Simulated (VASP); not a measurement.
# Ga2O3 (R-3c) in VASP: a series of runs, part 2 of 2

VASP 6.6.1.

### 3 Single point, PBE

Input file INCAR:

```
  PREC = Accurate
  ENCUT = 520
  EDIFF = 1E-7
  ISMEAR = 0
  SIGMA = 0.02
  LREAL = False
  LASPH = True
  NELM = 60
  ALGO = Normal
  ISIF = 2
  LWAVE = False
  LCHARG = False
  GGA = PE
  NBANDS = 55
```

Input file KPOINTS:

```
Automatic mesh
0
Gamma
  6 6 6
```

Input file POSCAR:

```
Ga2O3
1.0
    2.5288071873      1.4600075103      4.5408731716
   -2.5288071873      1.4600075103      4.5408731716
    0.0000000000     -2.9200150206      4.5408731716
Ga O
4 6
Direct
    0.8558438246      0.8558438246      0.8558438246
    0.6441561754      0.6441561754      0.6441561754
    0.1441561754      0.1441561754      0.1441561754
    0.3558438246      0.3558438246      0.3558438246
    0.7500000000      0.4468728986      0.0531271014
    0.4468728986      0.0531271014      0.7500000000
    0.0531271014      0.7500000000      0.4468728986
    0.2500000000      0.5531271014      0.9468728986
    0.9468728986      0.2500000000      0.5531271014
    0.5531271014      0.9468728986      0.2500000000
```

Potentials or basis: VASP PAW PBE potentials, release 64 (Ga_d, O).

Started as:

```sh
> cat potpaw_PBE.64/Ga_d/POTCAR potpaw_PBE.64/O/POTCAR > POTCAR
> mpirun -np 1 vasp_std > vasp.out
```

OUTCAR:

```text
PREC = Accurate
   ENCUT = 520
   EDIFF = 1E-7
   ISMEAR = 0
   LREAL = False
   LASPH = True
   NELM = 60
   ISIF = 2
   GGA = PE

 ion  position               nearest neighbor table
   1  0.856  0.856  0.856-   9 1.95  10 1.95   8 1.95   7 2.10   5 2.10   6 2.10   2 2.88
   2  0.644  0.644  0.644-   8 1.95  10 1.95   9 1.95   7 2.10   5 2.10   6 2.10   1 2.88
   3  0.144  0.144  0.144-   7 1.95   6 1.95   5 1.95   8 2.10   9 2.10  10 2.10   4 2.88
   4  0.356  0.356  0.356-   5 1.95   6 1.95   7 1.95   8 2.10   9 2.10  10 2.10   3 2.88
   5  0.750  0.447  0.053-   4 1.95   3 1.95   1 2.10   2 2.10
   6  0.447  0.053  0.750-   3 1.95   4 1.95   1 2.10   2 2.10
   7  0.053  0.750  0.447-   3 1.95   4 1.95   1 2.10   2 2.10
   8  0.250  0.553  0.947-   2 1.95   1 1.95   3 2.10   4 2.10
   9  0.947  0.250  0.553-   1 1.95   2 1.95   3 2.10   4 2.10
  10  0.553  0.947  0.250-   1 1.95   2 1.95   3 2.10   4 2.10

  LATTYP: Found a trigonal (rhomboedric) cell.
 ALAT       =     5.3987051115
 COS(alpha) =     0.5611842389

  Lattice vectors:

 A1 = (   2.5288071873,   1.4600075103,   4.5408731716)
 A2 = (  -2.5288071873,   1.4600075103,   4.5408731716)
 A3 = (   0.0000000000,  -2.9200150206,   4.5408731716)

Analysis of symmetry for initial positions (statically):
=====================================================================
 Subroutine PRICEL returns:
 Original cell was already a primitive cell.

 Routine SETGRP: Setting up the symmetry group for a
 trigonal (rhombohedral) supercell.

 Subroutine GETGRP returns: Found 12 space group operations
 (whereof  6 operations were pure point group operations)
 out of a pool of 12 trial point group operations.

The static configuration has the point symmetry S_6 .
 The point group associated with its full space group is D_3d.

Analysis of symmetry for dynamics (positions and initial velocities):
=====================================================================
 Subroutine PRICEL returns:
 Original cell was already a primitive cell.

 Routine SETGRP: Setting up the symmetry group for a
 trigonal (rhombohedral) supercell.

 Subroutine GETGRP returns: Found 12 space group operations
 (whereof  6 operations were pure point group operations)
 out of a pool of 12 trial point group operations.

The dynamic configuration has the point symmetry S_6 .
 The point group associated with its full space group is D_3d.

 Subroutine INISYM returns: Found 12 space group operations
 (whereof  6 operations are pure point group operations),
 and found     1 'primitive' translations

----------------------------------------------------------------------------------------

                                     Primitive cell

  volume of cell :     100.5915

  direct lattice vectors                    reciprocal lattice vectors
     2.528807187  1.460007510  4.540873172     0.197721678  0.114154664  0.073407321
    -2.528807187  1.460007510  4.540873172    -0.197721678  0.114154664  0.073407321
     0.000000000 -2.920015021  4.540873172     0.000000000 -0.228309328  0.073407321

  length of vectors
     5.398705112  5.398705112  5.398705112     0.239820316  0.239820316  0.239820316
[... 76 lines left out ...]
  0.500000  0.500000  0.166667      6.000000
 -0.333333  0.500000  0.166667     12.000000
 [... further k-points ...]
   k-points           NKPTS =     32   k-points in BZ     NKDIM =     32   number of bands    NBANDS=     55
   number of dos      NEDOS =    301   number of ions     NIONS =     10
   total plane-waves  NPLWV =  64000
   dimension x,y,z NGX =    40 NGY =   40 NGZ =   40
   dimension x,y,z NGXF=    80 NGYF=   80 NGZF=   80
   ions per type =               4   6
   NGX,Y,Z   is equivalent  to a cutoff of  12.32, 12.32, 12.32 a.u.
   NGXF,Y,Z  is equivalent  to a cutoff of  24.63, 24.63, 24.63 a.u.
 SYSTEM =  unknown system
   PREC   = accura    normal or accurate (medium, high low for compatibility)
   ISTART =      0    job   : 0-new  1-cont  2-samecut
   ICHARG =      2    charge: 1-file 2-atom 10-const
   ISPIN  =      1    spin polarized calculation?
   LNONCOLLINEAR =      F non collinear calculations
   LSORBIT =      F    spin-orbit coupling
   LASPH  =      T    aspherical Exc in radial PAW
   ENCUT  =  520.0 eV  38.22 Ry    6.18 a.u.  10.04 10.04 10.04*2*pi/ulx,y,z
   NELM   =     60;   NELMIN=  2; NELMDL= -5     # of ELM steps
   EDIFF  = 0.1E-06   stopping-criterion for ELM
   LREAL  =      F    real-space projection
   EDIFFG = 0.1E-05   stopping-criterion for IOM
   NSW    =      0    number of steps for IOM
   IBRION =     -1    ionic relax: 0-MD 1-quasi-New 2-CG
   NFREE  =      0    steps in history (QN), initial steepest desc. (CG)
   ISIF   =      2    stress and relaxation
   ISYM   =      2    0-nonsym 1-usesym 2-fastsym
   POTIM  = 0.5000    time-step for ionic-motion
   TEBEG  =    0.0;   TEEND  =   0.0 temperature during run
   PSTRESS=    0.0 pullay stress
   NELECT =      88.0000    total number of electrons
   NUPDOWN=      -1.0000    fix difference up-down
   EMIN   =  10.00;   EMAX   =-10.00  energy-range for DOS
   EFERMI =   0.00;   METHOD = LEGACY
   ISMEAR =     0;   SIGMA  =   0.02  broadening in eV -4-tet -1-fermi 0-gaus
   EFERMI_NEDOS =   21; number of points for ismear=-14 and -15
   IALGO  =     38    algorithm
   IMIX   =      4    mixing-type and parameters
     AMIX     =   0.40;   BMIX     =  1.00
     AMIX_MAG =   1.60;   BMIX_MAG =  1.00
  volume/ion in A,a.u.               =      10.06        67.88
  Fermi-wavevector in a.u.,A,eV,Ry     =   1.565724  2.958790 33.354574  2.451492
  Thomas-Fermi vector in A             =   2.668158
   LORBIT       =      0    0 simple, 1 ext, 2 COOP (PROOUT), +10 PAW based schemes
   GGA     = PE    functional components
   LHFCALC =     F    Hartree Fock is set to
   AEXX    =    0.0000 exact exchange contribution
   IVDW    =     0    specifies the selected vdW correction
   LEPSILON=     F    determine dielectric tensor
   LRPA    =     F    only Hartree local field effects (RPA)
 non-spin polarized calculation
 Gauss-broadening in eV      SIGMA  =   0.02
  energy-cutoff  :      520.00
  volume of cell :      100.59
 maximum number of plane-waves:      2730
   NGX = 21   NGY = 21   NGZ = 21

 number of electron      88.0000003 magnetization

 Free energy of the ion-electron system (eV)
  ---------------------------------------------------
  ext. energy  EPLUGINS =         0.00000000
  ---------------------------------------------------
  free energy    TOTEN  =       -59.39327638 eV

  energy without entropy =      -59.39327638  energy(sigma->0) =      -59.39327638

 E-fermi :   4.2244     XC(G=0): -11.9626

 val. band max:        4.1065833893   @ k =  -0.1667   0.1667   0.0000
 cond. band min:       6.4994573355   @ k =   0.0000   0.0000   0.0000
 fundamental gap:      2.3928739462
 Fermi energy:         4.2243713434

 k-point     1 :       0.0000    0.0000    0.0000
  band No.  band energies     occupation
      1     -14.5776      2.00000
      2     -12.7181      2.00000
      3     -12.7181      2.00000
      4     -12.6943      2.00000
      5     -12.6757      2.00000
      6     -12.6757      2.00000
[... 1381 lines left out ...]
     54      15.8593      0.00000
     55      16.1486      0.00000

 [... further k-points ...]

------------------------ aborting loop because EDIFF is reached ----------------------------------------

  FORCE on cell =-STRESS in cart. coord.  units (eV):
  Direction    XX          YY          ZZ          XY          YZ          ZX
  --------------------------------------------------------------------------------------
  -------------------------------------------------------------------------------------
  Total        0.6118656      0.6118656      0.5304710      0.0000000     -0.0000000     -0.0000000
  in kB        9.7455246      9.7455246      8.4491075      0.0000000     -0.0000000     -0.0000000
  external PRESSURE =       9.3133856 kB  Pullay stress =       0.0000000 kB

 VOLUME and BASIS-vectors are now :
 -----------------------------------------------------------------------------
  energy-cutoff  :      520.00
  volume of cell :      100.59
      direct lattice vectors                 reciprocal lattice vectors
     2.528807187  1.460007510  4.540873172     0.197721678  0.114154664  0.073407321
    -2.528807187  1.460007510  4.540873172    -0.197721678  0.114154664  0.073407321
     0.000000000 -2.920015021  4.540873172     0.000000000 -0.228309328  0.073407321

 POSITION                                       TOTAL-FORCE (eV/Angst)
 -----------------------------------------------------------------------------------
      0.00000      0.00000     11.65883        -0.000000     -0.000000      0.011000
      0.00000      0.00000      8.77509        -0.000000     -0.000000     -0.011000
      0.00000      0.00000      1.96378        -0.000000     -0.000000     -0.011000
      0.00000      0.00000      4.84753        -0.000000     -0.000000      0.011000
      0.76655      1.59231      5.67609        -0.000460      0.000796     -0.000000
      0.99571     -1.46001      5.67609         0.000919      0.000000     -0.000000
     -1.76226     -0.13230      5.67609        -0.000460     -0.000796     -0.000000
     -0.76655     -1.59231      7.94653         0.000460     -0.000796     -0.000000
      1.76226      0.13230      7.94653         0.000460      0.000796     -0.000000
     -0.99571      1.46001      7.94653        -0.000919      0.000000     -0.000000
 -----------------------------------------------------------------------------------
    total drift:                               -0.000000     -0.000000     -0.000000

  FREE ENERGIE OF THE ION-ELECTRON SYSTEM (eV)
  ---------------------------------------------------
  free  energy   TOTEN  =       -59.3932763787 eV

  energy  without entropy=      -59.3932763787  energy(sigma->0) =      -59.39327638
```

Run time: 3.5 min. Hardware: 1 thread of Intel Xeon Platinum 8259CL at 2.50GHz (Skylake/Cascade Lake), shared host; peak memory 0.3 GiB.

Results:

| Quantity | Value |
| --- | --- |
| Free energy | -59.3933 eV |
| Pressure | 0.9 GPa |
| Largest force | 0.011 eV/Å |
| Band gap on the k mesh | 2.39 eV (least direct gap 2.63 eV) |

Forces on the atoms (eV/Å):
```
Ga   0.000  0.000  0.011
Ga   0.000  0.000 -0.011
Ga   0.000  0.000 -0.011
Ga   0.000  0.000  0.011
O    0.000  0.001  0.000
O    0.001  0.000  0.000
O    0.000 -0.001  0.000
O    0.000 -0.001  0.000
O    0.000  0.001  0.000
O   -0.001  0.000  0.000
```

Levels at points of the mesh, in eV from the valence-band top:
| k point | band 40 | band 41 | band 42 | band 43 | band 44 | band 45 | band 46 | band 47 | band 48 | band 49 |
| --- | --- | --- | --- | --- | --- | --- | --- | --- | --- | --- |
| (0.00, 0.00, 0.00) | -0.32 | -0.32 | -0.31 | -0.23 | -0.23 | 2.39 | 6.30 | 6.55 | 8.51 | 9.85 |
| (0.50, 0.00, 0.00) | -1.17 | -0.93 | -0.93 | -0.15 | -0.15 | 6.01 | 6.01 | 6.37 | 6.37 | 9.63 |
| (0.50, 0.50, 0.00) | -0.97 | -0.82 | -0.69 | -0.25 | -0.15 | 6.12 | 6.34 | 7.23 | 7.27 | 8.47 |
| (0.50, 0.50, 0.50) | -1.42 | -0.29 | -0.29 | -0.29 | -0.29 | 5.47 | 5.47 | 7.48 | 7.48 | 9.19 |

A k mesh can miss the band edges.
